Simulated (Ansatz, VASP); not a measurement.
# Ru in VASP and in Ansatz

INCAR

```
PREC = Accurate
ENCUT = 500
EDIFF = 1E-6
ISMEAR = -1
SIGMA = 0.1
LREAL = False
LASPH = True
NELM = 200
ALGO = Normal
ISIF = 2
LWAVE = False
LCHARG = False
ISPIN = 2
MAGMOM = 0
LORBIT = 11
LMAXMIX = 4
GGA = PE
NBANDS = 17
GGA_COMPAT = False
```

Contents of KPOINTS:

```
Automatic mesh
0
Gamma
  8 8 8
```

The input POSCAR:

```
Ru
1.0
   -1.5309140000      1.5309140000      1.5309140000
    1.5309140000     -1.5309140000      1.5309140000
    1.5309140000      1.5309140000     -1.5309140000
Ru
1
Direct
    0.0000000000      0.0000000000      0.0000000000
```

Input for Ansatz:

```yaml
crystal:
  lattice:
    - [-1.530914, 1.530914, 1.530914]
    - [1.530914, -1.530914, 1.530914]
    - [1.530914, 1.530914, -1.530914]
  atoms:
    - { symbol: Ru, position: [0, 0, 0] }
kpoints:
  mp_grid: { grid: [8, 8, 8], shift: [0, 0, 0] }
hamiltonian:
  xc: pbe
  pseudopotentials: { kind: nc }
scf:
  occupations: { method: fermi_dirac }
magnetization:
  spin_polarized: true
```

Alike in both runs: task single point; functional PBE; k mesh 8 × 8 × 8; collinear spin.

|  | VASP | Ansatz |
| --- | --- | --- |
| version | VASP 6.6.1 | Ansatz 0.2 development build |
| potentials or method | VASP PAW PBE potentials, release 64 (Ru_pv) | scalar-relativistic |
| plane-wave cutoff (eV) | 500 | 1143 |
| occupations | fermi-dirac, width 0.1 eV | fermi-dirac |

```tsv
	VASP	Ansatz	Ansatz less VASP
net moment per atom (μB)	0.00	0.00	0.000
```

Ansatz's warnings: stability check not made.

The k mesh is coarse, so the values compare programs but aren't converged.
